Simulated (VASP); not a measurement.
# Cr (P6_3/mmc) in VASP: a series of runs

Cr is run at these levels: PBEsol; tasks: single point.

Program: VASP 6.6.1. These are calculated values, not measurements. Logs are shortened: lines on timing, memory, paths and dates and some standing lists are left out, and cuts for length are marked.

### 1 The cell of the first run

The structure is hexagonal, space group P6_3/mmc (No. 194). The conventional cell has a = 2.435 Å, b = 2.435 Å, c = 8.579 Å, α = 90.00°, β = 90.00°, γ = 120.00°. Cr (site symmetry -3m) has 12 Cr at 2.43 to 2.56 Å within 3.2 Å. Within 3.2 Å of Cr (site symmetry -6m2) lie 12 Cr at 2.43 to 2.56 Å.

### 2 Single point, PBEsol, collinear spin, ferromagnetic start (volume scaled by 0.96)

Input file INCAR:

```
PREC = Accurate ; ENCUT = 520
EDIFF = 1E-6 ; ISMEAR = -1
SIGMA = 0.05 ; LREAL = False
LASPH = True ; NELM = 150
ALGO = Normal ; ISIF = 2
LWAVE = False ; LCHARG = False
ISPIN = 2 ; MAGMOM = 1.5 1.5 1.5 1.5
LORBIT = 11 ; LMAXMIX = 4
GGA = PS ; NBANDS = 36
```

Input file KPOINTS:

```
Automatic mesh
0
Gamma
  16 16 4
```

Input file POSCAR:

```
Cr
1.0
    2.4349129945      0.0000000000      0.0000000000
   -1.2174564973      2.1086965093      0.0000000000
    0.0000000000      0.0000000000      8.5789072906
Cr
4
Direct
    0.0000000000      1.0000000000      1.0000000000
    0.0000000000      0.0000000000      0.5000000000
    0.3333333333      0.6666666667      0.2500000000
    0.6666666667      0.3333333333      0.7500000000
```

Potentials or basis: VASP PAW PBE potentials, release 64 (Cr_pv).

On the command line:

```
$ cat potpaw_PBE.64/Cr_pv/POTCAR > POTCAR
$ mpirun -np 1 vasp_std > vasp.out
```

OUTCAR:

```text
PREC = Accurate
   ENCUT = 520
   EDIFF = 1E-6
   ISMEAR = -1
   LREAL = False
   LASPH = True
   NELM = 150
   ISIF = 2
   ISPIN = 2
   LORBIT = 11
   GGA = PS

 ion  position               nearest neighbor table
   1  0.000  0.000  0.000-   3 2.56   4 2.56   4 2.56   3 2.56   4 2.56   3 2.56
   2  0.000  0.000  0.500-   3 2.56   4 2.56   4 2.56   3 2.56   4 2.56   3 2.56
   3  0.333  0.667  0.250-   1 2.56   2 2.56   1 2.56   2 2.56   1 2.56   2 2.56
   4  0.667  0.333  0.750-   1 2.56   2 2.56   1 2.56   2 2.56   1 2.56   2 2.56

  LATTYP: Found a hexagonal cell.
 ALAT       =     2.4349129945
 C/A-ratio  =     3.5232911032

  Lattice vectors:

 A1 = (   2.4349129945,   0.0000000000,   0.0000000000)
 A2 = (  -1.2174564973,   2.1086965093,   0.0000000000)
 A3 = (   0.0000000000,   0.0000000000,   8.5789072906)

Analysis of symmetry for initial positions (statically):
=====================================================================
 Subroutine PRICEL returns:
 Original cell was already a primitive cell.

 Routine SETGRP: Setting up the symmetry group for a
 hexagonal supercell.

 Subroutine GETGRP returns: Found 24 space group operations
 (whereof 12 operations were pure point group operations)
 out of a pool of 24 trial point group operations.

The static configuration has the point symmetry D_3d.
 The point group associated with its full space group is D_6h.

Analysis of symmetry for dynamics (positions and initial velocities):
=====================================================================
 Subroutine PRICEL returns:
 Original cell was already a primitive cell.

 Routine SETGRP: Setting up the symmetry group for a
 hexagonal supercell.

 Subroutine GETGRP returns: Found 24 space group operations
 (whereof 12 operations were pure point group operations)
 out of a pool of 24 trial point group operations.

The dynamic configuration has the point symmetry D_3d.
 The point group associated with its full space group is D_6h.

Analysis of structural, dynamic, and magnetic symmetry:
=====================================================================
 Subroutine PRICEL returns:
 Original cell was already a primitive cell.

 Routine SETGRP: Setting up the symmetry group for a
 hexagonal supercell.

 Subroutine GETGRP returns: Found 24 space group operations
 (whereof 12 operations were pure point group operations)
 out of a pool of 24 trial point group operations.

The overall configuration has the point symmetry D_3d.
 The point group associated with its full space group is D_6h.

 Subroutine INISYM returns: Found 24 space group operations
 (whereof 12 operations are pure point group operations),
 and found     1 'primitive' translations

----------------------------------------------------------------------------------------

                                     Primitive cell

  volume of cell :      44.0483

  direct lattice vectors                    reciprocal lattice vectors
     2.434912994  0.000000000  0.000000000     0.410692293  0.237113306  0.000000000
    -1.217456497  2.108696509  0.000000000     0.000000000  0.474226611  0.000000000
     0.000000000  0.000000000  8.578907291     0.000000000  0.000000000  0.116564962

  length of vectors
     2.434912994  2.434912995  8.578907291     0.474226611  0.474226611  0.116564962

  position of ions in fractional coordinates (direct lattice)
     0.000000000  0.000000000  0.000000000
     0.000000000  0.000000000  0.500000000
     0.333333333  0.666666667  0.250000000
     0.666666667  0.333333333  0.750000000

  ion indices of the primitive-cell ions
   primitive index   ion index
                 1           1
                 2           2
                 3           3
                 4           4

----------------------------------------------------------------------------------------

 KPOINTS: Automatic mesh

Automatic generation of k-mesh.
 Grid dimensions read from file:
 generate k-points for:   16   16    4

 Generating k-lattice:

  Cartesian coordinates                     Fractional coordinates (reciprocal lattice)
     0.025668268  0.014819582  0.000000000     0.062500000  0.000000000  0.000000000
     0.000000000  0.029639163  0.000000000     0.000000000  0.062500000  0.000000000
     0.000000000  0.000000000  0.029141240     0.000000000  0.000000000  0.250000000

  Length of vectors
     0.029639163  0.029639163  0.029141240

  Shift w.r.t. Gamma in fractional coordinates (k-lattice)
     0.000000000  0.000000000  0.000000000

 Subroutine IBZKPT returns following result:
 ===========================================

 Found     90 irreducible k-points:

 Following reciprocal coordinates:
            Coordinates               Weight
  0.000000  0.000000  0.000000      1.000000
  0.062500 -0.000000  0.000000      6.000000
  0.125000 -0.000000  0.000000      6.000000
  0.187500  0.000000  0.000000      6.000000
  0.250000 -0.000000  0.000000      6.000000
  0.312500 -0.000000  0.000000      6.000000
[... 16 lines left out ...]
  0.187500  0.187500  0.000000      6.000000
  0.250000  0.187500  0.000000     12.000000
 [... further k-points ...]
   k-points           NKPTS =     90   k-points in BZ     NKDIM =     90   number of bands    NBANDS=     36
   number of dos      NEDOS =    301   number of ions     NIONS =      4
   total plane-waves  NPLWV =  20736
   dimension x,y,z NGX =    18 NGY =   18 NGZ =   64
   dimension x,y,z NGXF=    36 NGYF=   36 NGZF=  128
   ions per type =               4
   NGX,Y,Z   is equivalent  to a cutoff of  12.29, 12.29, 12.40 a.u.
   NGXF,Y,Z  is equivalent  to a cutoff of  24.58, 24.58, 24.80 a.u.
 SYSTEM =  unknown system
   PREC   = accura    normal or accurate (medium, high low for compatibility)
   ISTART =      0    job   : 0-new  1-cont  2-samecut
   ICHARG =      2    charge: 1-file 2-atom 10-const
   ISPIN  =      2    spin polarized calculation?
   LNONCOLLINEAR =      F non collinear calculations
   LSORBIT =      F    spin-orbit coupling
   LASPH  =      T    aspherical Exc in radial PAW
   ENCUT  =  520.0 eV  38.22 Ry    6.18 a.u.   4.53  4.53 15.95*2*pi/ulx,y,z
   NELM   =    150;   NELMIN=  2; NELMDL= -5     # of ELM steps
   EDIFF  = 0.1E-05   stopping-criterion for ELM
   LREAL  =      F    real-space projection
   EDIFFG = 0.1E-04   stopping-criterion for IOM
   NSW    =      0    number of steps for IOM
   IBRION =     -1    ionic relax: 0-MD 1-quasi-New 2-CG
   NFREE  =      0    steps in history (QN), initial steepest desc. (CG)
   ISIF   =      2    stress and relaxation
   ISYM   =      2    0-nonsym 1-usesym 2-fastsym
   POTIM  = 0.5000    time-step for ionic-motion
   TEBEG  =    0.0;   TEEND  =   0.0 temperature during run
   PSTRESS=    0.0 pullay stress
   NELECT =      48.0000    total number of electrons
   NUPDOWN=      -1.0000    fix difference up-down
   EMIN   =  10.00;   EMAX   =-10.00  energy-range for DOS
   EFERMI =   0.00;   METHOD = LEGACY
   ISMEAR =    -1;   SIGMA  =   0.05  broadening in eV -4-tet -1-fermi 0-gaus
   EFERMI_NEDOS =   21; number of points for ismear=-14 and -15
   IALGO  =     38    algorithm
   IMIX   =      4    mixing-type and parameters
     AMIX     =   0.40;   BMIX     =  1.00
     AMIX_MAG =   1.60;   BMIX_MAG =  1.00
  volume/ion in A,a.u.               =      11.01        74.31
  Fermi-wavevector in a.u.,A,eV,Ry     =   1.684659  3.183544 38.614380  2.838077
  Thomas-Fermi vector in A             =   2.767642
   LORBIT       =     11    0 simple, 1 ext, 2 COOP (PROOUT), +10 PAW based schemes
   GGA     = PS    functional components
   LHFCALC =     F    Hartree Fock is set to
   AEXX    =    0.0000 exact exchange contribution
   IVDW    =     0    specifies the selected vdW correction
   LEPSILON=     F    determine dielectric tensor
   LRPA    =     F    only Hartree local field effects (RPA)
 spin polarized calculation
  energy-cutoff  :      520.00
  volume of cell :       44.05
 maximum number of plane-waves:      1214
   NGX =  9   NGY =  9   NGZ = 31

 number of electron      48.0000008 magnetization       0.0000986

 Free energy of the ion-electron system (eV)
  ---------------------------------------------------
  ext. energy  EPLUGINS =         0.00000000
  ---------------------------------------------------
  free energy    TOTEN  =       -39.30699475 eV

  energy without entropy =      -39.25895924  energy(sigma->0) =      -39.28297699

 E-fermi :  11.3227     XC(G=0): -14.0965

 val. band max:       11.3204473515   @ k =   0.1875   0.0000   0.0000
 cond. band min:      11.3302979116   @ k =   0.3125   0.2500   0.0000
 fundamental gap:      0.0098505601
 Fermi energy:        11.3227350069

 spin component 1

 k-point     1 :       0.0000    0.0000    0.0000
  band No.  band energies     occupation
      1     -31.8767      1.00000
      2     -31.4351      1.00000
      3     -31.4272      1.00000
      4     -30.9665      1.00000
      5     -30.8443      1.00000
      6     -30.8443      1.00000
[... 28 lines left out ...]
     35      13.8562      0.00000
     36      13.8562      0.00000
[... 866 lines left out ...]
      6     -31.2569      1.00000
[... 28 lines left out ...]
     35      15.7852      0.00000
     36      18.8397      0.00000

 [... further k-points ...]

 spin component 2

 k-point     1 :       0.0000    0.0000    0.0000
  band No.  band energies     occupation
      1     -31.8767      1.00000
      2     -31.4351      1.00000
      3     -31.4271      1.00000
      4     -30.9664      1.00000
      5     -30.8443      1.00000
      6     -30.8443      1.00000
[... 28 lines left out ...]
     35      13.8562      0.00000
     36      13.8562      0.00000
[... 866 lines left out ...]
      6     -31.2569      1.00000
[... 28 lines left out ...]
     35      15.7852      0.00000
     36      18.8342      0.00000

 [... further k-points ...]
[... 5 lines left out ...]
  --------------------------------------------------------------------------------------
  -------------------------------------------------------------------------------------
  Total        3.1675757      3.1675757      2.6958384     -0.0000000      0.0000000      0.0000000
  in kB      115.2147521    115.2147521     98.0561721     -0.0000000      0.0000000      0.0000000
  external PRESSURE =     109.4952255 kB  Pullay stress =       0.0000000 kB

 VOLUME and BASIS-vectors are now :
 -----------------------------------------------------------------------------
  energy-cutoff  :      520.00
  volume of cell :       44.05
      direct lattice vectors                 reciprocal lattice vectors
     2.434912994  0.000000000  0.000000000     0.410692293  0.237113306  0.000000000
    -1.217456497  2.108696509  0.000000000     0.000000000  0.474226611  0.000000000
     0.000000000  0.000000000  8.578907291     0.000000000  0.000000000  0.116564962

 POSITION                                       TOTAL-FORCE (eV/Angst)
 -----------------------------------------------------------------------------------
      0.00000      0.00000      0.00000        -0.000000     -0.000000      0.000000
      0.00000      0.00000      4.28945        -0.000000     -0.000000      0.000000
     -0.00000      1.40580      2.14473         0.000000     -0.000000      0.000000
      1.21746      0.70290      6.43418        -0.000000      0.000000     -0.000000
 -----------------------------------------------------------------------------------
    total drift:                                0.000000     -0.000000      0.000000

  FREE ENERGIE OF THE ION-ELECTRON SYSTEM (eV)
  ---------------------------------------------------
  free  energy   TOTEN  =       -39.3069947460 eV

  energy  without entropy=      -39.2589592360  energy(sigma->0) =      -39.28297699

 total charge

# of ion       s       p       d       tot
------------------------------------------
    1        0.459   6.420   4.310  11.190
    2        0.459   6.420   4.310  11.190
    3        0.460   6.422   4.304  11.186
    4        0.460   6.422   4.304  11.186
--------------------------------------------------
tot          1.839  25.685  17.228  44.752

 magnetization (x)

# of ion       s       p       d       tot
------------------------------------------
    1       -0.000   0.000   0.000   0.000
    2       -0.000   0.000   0.000   0.000
    3       -0.000   0.000  -0.000  -0.000
    4       -0.000   0.000  -0.000  -0.000
--------------------------------------------------
tot         -0.000   0.000   0.000   0.000
```

Run time: 10 min. Hardware: 1 thread of Intel Xeon Platinum 8375C at 2.90GHz (Ice Lake), shared host; peak memory 0.3 GiB.

Results:

| Property | Result |
| --- | --- |
| Free energy | -39.3070 eV |
| Pressure | 10.9 GPa |
| Band gap on the k mesh | zero (filled and empty bands overlap) |
| Net moment | 0.00 μB per cell |
| Valence electrons inside the program's atomic spheres | Cr 11.19 |

Stress tensor (GPa, compression positive):
```
11.52  0.00  0.00
 0.00 11.52  0.00
 0.00  0.00  9.81
```

Levels at points of the mesh, in eV from the Fermi level:
Spin up:
```
           k point  band 22  band 23  band 24  band 25  band 26  band 27
(0.00, 0.00, 0.00)    -0.41    -0.41    -0.23    -0.23    -0.11    -0.11
(0.50, 0.00, 0.00)    -0.29    -0.29     0.99     0.99     2.00     2.58
(0.00, 0.00, 0.50)    -0.43    -0.43    -0.43    -0.22    -0.22    -0.22
(0.50, 0.00, 0.50)     0.06     0.21     0.21     0.77     0.77     2.07
```
Spin down:
| k point | band 20 | band 21 | band 22 | band 23 | band 24 | band 25 | band 26 | band 27 | band 28 | band 29 |
| --- | --- | --- | --- | --- | --- | --- | --- | --- | --- | --- |
| (0.00, 0.00, 0.00) | -0.52 | -0.52 | -0.41 | -0.41 | -0.23 | -0.23 | -0.11 | -0.11 | 0.03 | 1.24 |
| (0.50, 0.00, 0.00) | -1.64 | -0.73 | -0.29 | -0.29 | 0.99 | 0.99 | 2.00 | 2.58 | 2.59 | 2.91 |
| (0.00, 0.00, 0.50) | -0.98 | -0.43 | -0.43 | -0.43 | -0.43 | -0.22 | -0.22 | -0.22 | -0.22 | 1.44 |
| (0.50, 0.00, 0.50) | -1.75 | 0.06 | 0.06 | 0.21 | 0.21 | 0.77 | 0.77 | 2.07 | 2.07 | 3.11 |

Caveat: the starting moments collapsed, and a magnetic state may lie lower; the PAW data sets were made with another functional, which shifts forces and pressure a little.

(Part 1 of 2 ends here.)
